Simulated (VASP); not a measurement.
Wanted: the native input for a VASP 6.6.1 run.

| Property | Result |
| --- | --- |
| Task | single point |
| Functional | PBE |
| Potentials or basis | VASP PAW PBE potentials, release 64 (Si, C) |
| Cutoff | 520 eV |
| k mesh | 12 × 12 × 6 |
| Occupations | gaussian, width 0.02 eV |
| Spin | no spin polarisation |
| Dipole correction | no |
| Further INCAR settings | ALGO = Normal; EDIFF = 1e-07; NBANDS = 16 |

The structure of SiC lies in POSCAR:

```
SiC
1.0
    3.0919365178      0.0000000000      0.0000000000
   -1.5459682589      2.6776955713      0.0000000000
    0.0000000000      0.0000000000      5.0742922890
Si C
2 2
Direct
    0.3333333333      0.6666666667      0.4995817066
    0.6666666667      0.3333333333      0.9995817066
    0.3333333333      0.6666666667      0.8754182934
    0.6666666667      0.3333333333      0.3754182934
```

One way to write it, as run:

INCAR

```
SYSTEM = SiC
ALGO = Normal ; EDIFF = 1E-7
ENCUT = 520 ; GGA = PE
ISIF = 2 ; ISMEAR = 0
LASPH = .True. ; LCHARG = .False.
LREAL = .False. ; LWAVE = .False.
NBANDS = 16 ; NELM = 80
PREC = Accurate ; SIGMA = 0.02
```

KPOINTS

```
k-points
0
Gamma
  12 12 6
  0 0 0
```

Potentials or basis: VASP PAW PBE potentials, release 64 (Si, C).

Launch:

```sh
$ cat potpaw_PBE.64/Si/POTCAR potpaw_PBE.64/C/POTCAR > POTCAR
$ mpirun -np 1 vasp_std > vasp.out
```

It gave:

| Item | Value |
| --- | --- |
| Pressure | 0.0 GPa |
| Band gap on the k mesh | 2.30 eV, indirect (least direct gap 3.94 eV) |

Run time: 2.3 min on 1 thread of AMD EPYC 7R13 (shared host), peak memory 0.15 GiB.
